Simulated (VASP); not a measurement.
Te, 1 atom in the cell. Symmetry: R-3m, No. 166, trigonal system. The conventional cell has a = 4.550 Å, b = 4.550 Å, c = 5.473 Å, α = 90.00°, β = 90.00°, γ = 120.00°. Te (site symmetry -3m) has 6 Te at 3.20 Å within 4.2 Å. 

| Quantity | Value |
| --- | --- |
| Program | VASP 6.6.1 |
| Task | single point |
| Functional | PBE |
| Potentials or basis | VASP PAW PBE potentials, release 64 (Te) |
| Cutoff | 520 eV |
| k mesh | 15 × 15 × 15 |
| Occupations | gaussian, width 0.1 eV |
| Spin | no spin polarisation |
| Dipole correction | no |
| Further INCAR settings | ALGO = Normal; EDIFF = 1e-06; NBANDS = 9 |

Potentials or basis: VASP PAW PBE potentials, release 64 (Te).

Launch:

```console
$ cat potpaw_PBE.64/Te/POTCAR > POTCAR
$ mpirun -np 1 vasp_std > vasp.out
```

Hardware: 1 thread of AMD EPYC 9R45 96-Core Processor (Zen 5) (shared host).

Q: How long does it take, and how much memory?

A: Wall time 29 s on 1 thread of AMD EPYC 9R45 96-Core Processor (Zen 5), on a shared host, peak memory 0.18 GiB. Counts: scf iterations 10, k points 344.
